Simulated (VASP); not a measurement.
# Al (R-3m) in VASP: notebook, part 2 of 2

VASP 6.6.1. Earlier steps stand in the parts before.

### Step 3. Single point, PBE

This run uses another cell than the first one, of 23.44 Å³/atom, 1.337 times its volume.

INCAR reads:

```
SYSTEM = Al
PREC = Accurate
ENCUT = 520
EDIFF = 1E-6
ISMEAR = 0
SIGMA = 0.1
LREAL = .False.
LASPH = .True.
NELM = 80
ALGO = Normal
ISIF = 2
LWAVE = .False.
LCHARG = .False.
GGA = PE
NBANDS = 30
```

KPOINTS reads:

```
regular mesh
0
Gamma
  3 3 3
  0 0 0
```

POSCAR reads:

```
Al
1.0
    3.5407536704      2.0442550848      6.4778013943
   -3.5407536704      2.0442550848      6.4778013943
    0.0000000000     -4.0885101694      6.4778013943
Al
12
Direct
    0.0202625466      0.6413798781      0.0202625466
    0.0202625466      0.0202625466      0.6413798781
    0.6413798781      0.0202625466      0.0202625466
    0.9797374534      0.3586201219      0.9797374534
    0.3586201219      0.9797374534      0.9797374534
    0.9797374534      0.9797374534      0.3586201219
    0.2291744739      0.6182538535      0.2291744739
    0.2291744739      0.2291744739      0.6182538535
    0.6182538535      0.2291744739      0.2291744739
    0.7708255261      0.3817461465      0.7708255261
    0.3817461465      0.7708255261      0.7708255261
    0.7708255261      0.7708255261      0.3817461465
```

Potentials or basis: VASP PAW PBE potentials, release 64 (Al).

Command:

```bash
cat potpaw_PBE.64/Al/POTCAR > POTCAR
mpirun -np 1 vasp_std > vasp.out
```

OUTCAR:

```text
SYSTEM = Al
   PREC = Accurate
   ENCUT = 520
   EDIFF = 1E-6
   ISMEAR = 0
   LREAL = .False.
   LASPH = .True.
   NELM = 80
   ISIF = 2
   GGA = PE

 ion  position               nearest neighbor table
   1  0.020  0.641  0.020-   4 2.56   2 2.68   3 2.68  12 2.69  11 2.69   7 2.73
   2  0.020  0.020  0.641-   6 2.56   3 2.68   1 2.68  10 2.69  11 2.69   8 2.73
   3  0.641  0.020  0.020-   5 2.56   2 2.68   1 2.68  12 2.69  10 2.69   9 2.73
   4  0.980  0.359  0.980-   1 2.56   6 2.68   5 2.68   8 2.69   9 2.69  10 2.73
   5  0.359  0.980  0.980-   3 2.56   6 2.68   4 2.68   8 2.69   7 2.69  11 2.73
[... 411 lines left out ...]
  energy-cutoff  :      520.00
  volume of cell :      281.33
      direct lattice vectors                 reciprocal lattice vectors
     3.540753670  2.044255085  6.477801394     0.141212873  0.081529291  0.051457788
    -3.540753670  2.044255085  6.477801394    -0.141212873  0.081529291  0.051457788
     0.000000000 -4.088510169  6.477801394     0.000000000 -0.163058581  0.051457788

 POSITION                                       TOTAL-FORCE (eV/Angst)
 -----------------------------------------------------------------------------------
     -2.19922      1.26972      4.41724         0.029912     -0.017270     -0.023556
      0.00000     -2.53944      4.41724        -0.000000      0.034539     -0.023556
      2.19922      1.26972      4.41724        -0.029912     -0.017270     -0.023556
      2.19922     -1.26972     15.01616        -0.029912      0.017270      0.023556
     -2.19922     -1.26972     15.01616         0.029912      0.017270      0.023556
      0.00000      2.53944     15.01616        -0.000000     -0.034539      0.023556
     -1.37763      0.79538      6.97402        -0.016245      0.009379     -0.006460
      0.00000     -1.59076      6.97402        -0.000000     -0.018758     -0.006460
      1.37763      0.79538      6.97402         0.016245      0.009379     -0.006460
      1.37763     -0.79538     12.45939         0.016245     -0.009379      0.006460
     -1.37763     -0.79538     12.45939        -0.016245     -0.009379      0.006460
      0.00000      1.59076     12.45939        -0.000000      0.018758      0.006460
 -----------------------------------------------------------------------------------
    total drift:                                0.000000      0.000000     -0.000000

  FREE ENERGIE OF THE ION-ELECTRON SYSTEM (eV)
  ---------------------------------------------------
  free  energy   TOTEN  =       -41.9498962963 eV

  energy  without entropy=      -41.9369284352  energy(sigma->0) =      -41.94341237
```

stdout:

```text
POSCAR found type information on POSCAR Al
 POSCAR found :  1 types and      12 ions
 scaLAPACK will be used
 LDA part: xc-table for (Slater+PW92), standard interpolation
 POSCAR, INCAR and KPOINTS ok, starting setup
 FFT: planning ... GRIDC
 FFT: planning ... GRID_SOFT
 FFT: planning ... GRID
 WAVECAR not read
 entering main loop
```

It took 1.9 min on 1 thread of Intel Xeon Platinum 8488C (Sapphire Rapids), shared host; peak memory 0.46 GiB.

Results:

```
Free energy            : -41.9499 eV
Pressure               : 0.3 GPa
Largest force          : 0.042 eV/Å
Band gap on the k mesh : zero (band 18 reaches 5.01 eV, above the bottom of band 19 at 4.29 eV)
```

Forces on the atoms (eV/Å):
```
Al   0.030 -0.017 -0.024
Al   0.000  0.035 -0.024
Al  -0.030 -0.017 -0.024
Al  -0.030  0.017  0.024
Al   0.030  0.017  0.024
Al   0.000 -0.035  0.024
Al  -0.016  0.009 -0.006
Al   0.000 -0.019 -0.006
Al   0.016  0.009 -0.006
Al   0.016 -0.009  0.006
Al  -0.016 -0.009  0.006
Al   0.000  0.019  0.006
```

### Step 4. Relaxation of cell and atoms, PBE

INCAR reads:

```
PREC = Accurate
ENCUT = 600
EDIFF = 1E-6
ISMEAR = 0
SIGMA = 0.1
LREAL = False
LASPH = True
NELM = 60
ALGO = Normal
ISIF = 3
LWAVE = False
LCHARG = False
GGA = PE
IBRION = 2
NSW = 90
EDIFFG = -0.04
```

KPOINTS reads:

```
regular mesh
0
Gamma
  3 3 3
```

POSCAR reads:

```
Al
1.0
    3.2899836489      1.8994729454      5.6107452276
   -3.2899836489      1.8994729454      5.6107452276
    0.0000000000     -3.7989458906      5.6107452276
Al
12
Direct
    0.0101900000      0.6536100000      0.0101900000
    0.0101900000      0.0101900000      0.6536100000
    0.6536100000      0.0101900000      0.0101900000
    0.9898100000      0.3463900000      0.9898100000
    0.3463900000      0.9898100000      0.9898100000
    0.9898100000      0.9898100000      0.3463900000
    0.2211800000      0.6306000000      0.2211800000
    0.2211800000      0.2211800000      0.6306000000
    0.6306000000      0.2211800000      0.2211800000
    0.7788200000      0.3694000000      0.7788200000
    0.3694000000      0.7788200000      0.7788200000
    0.7788200000      0.7788200000      0.3694000000
```

Command:

```bash
cat potpaw_PBE.64/Al/POTCAR > POTCAR
mpirun -np 1 vasp_std > vasp.out
```

Wall time 7.9 min (1 thread of Intel Xeon Platinum 8488C (Sapphire Rapids), shared host); peak memory 0.39 GiB.

It converged, with:

| Item | Value |
| --- | --- |
| Free energy | -41.9491 eV |
| Relaxed volume | 23.63 Å³/atom |
| Relaxed cell | a = 7.681 Å, b = 7.681 Å, c = 7.681 Å, α = 55.05°, β = 55.05°, γ = 55.05° |
| Space group after relaxing (to 0.05 Å) | R-3m (No. 166) |
| Energy gained by relaxing | 609.9 meV/atom |
| Ionic steps | 9 |
| Pressure after relaxing | -0.1 GPa |
| Largest force after relaxing | 0.036 eV/Å |
| Band gap on the k mesh | zero (band 18 reaches 4.95 eV, above the bottom of band 19 at 4.24 eV) |

Forces in eV/Å, atoms in the order of the input:
```
Al   0.003 -0.002  0.008
Al   0.000  0.003  0.008
Al  -0.003 -0.002  0.008
Al  -0.003  0.002 -0.008
Al   0.003  0.002 -0.008
Al   0.000 -0.003 -0.008
Al   0.031 -0.018  0.006
Al   0.000  0.035  0.006
Al  -0.031 -0.018  0.006
Al  -0.031  0.018 -0.006
Al   0.031  0.018 -0.006
Al   0.000 -0.035 -0.006
```

The path:
```tsv
step	energy change (eV)	largest force (eV/Å)	pressure (GPa)	volume (Å³)
1	0.0000	3.2919	34.53	210.38
2	-5.2191	0.9307	-6.87	347.45
3	-7.1023	0.7245	0.10	284.50
4	-7.1020	0.7204	0.41	282.88
5	-7.2464	0.3129	-0.10	285.13
6	-7.2590	0.3693	-0.23	286.04
7	-7.2941	0.2283	-0.15	285.09
8	-7.3112	0.1337	0.00	283.82
9	-7.3190	0.0358	-0.10	283.56
```

Final structure:
```
Al
1.0
     3.54969    2.04942    6.49642
    -3.54969    2.04942    6.49642
     0.00000   -4.09883    6.49642
Al
12
Direct
  0.02010 0.64127 0.02010
  0.02010 0.02010 0.64127
  0.64127 0.02010 0.02010
  0.97990 0.35873 0.97990
  0.35873 0.97990 0.97990
  0.97990 0.97990 0.35873
  0.22852 0.61912 0.22852
  0.22852 0.22852 0.61912
  0.61912 0.22852 0.22852
  0.77148 0.38088 0.77148
  0.38088 0.77148 0.77148
  0.77148 0.77148 0.38088
```

Levels at points of the mesh, in eV from the Fermi level:
```csv
k point,band 14,band 15,band 16,band 17,band 18,band 19,band 20,band 21,band 22,band 23
"(0.00, 0.00, 0.00)",-1.95,-0.63,-0.41,-0.41,0.62,0.77,1.12,1.12,2.14,2.14
```

Caveat: the k points lie up to 0.36 Å⁻¹ apart in the final cell; the volume moved by over 15 % at a fixed basis, so the end points are rough.

### Step 5. Summary

```csv
task,cell,cutoff (eV),gap on the mesh (eV),pressure (GPa),largest force (eV/Å)
single point,"a = 6.776 Å, angles 58.1°, 12 atoms",520,none,34.5,3.29
single point,"a = 7.660 Å, angles 55.1°, 12 atoms",520,none,0.3,0.04
relaxation of cell and atoms,"relaxed from a = 6.776 Å, angles 58.1°, 12 atoms",600,none,-0.1,0.04
```

Alike in all rows: level PBE; potentials or basis VASP PAW PBE potentials, release 64 (Al); no spin polarisation; k mesh 3 × 3 × 3; smearing gaussian 0.1 eV.

Caveats: some runs use coarse meshes; forces of over 1 eV/Å act on the atoms, so gaps and moduli don't describe the material at rest (some runs); the volume moved by over 15 % at a fixed basis, so the end points are rough (some runs).

Total energies depend on the potentials used, so only differences within one code and one set of settings carry meaning.
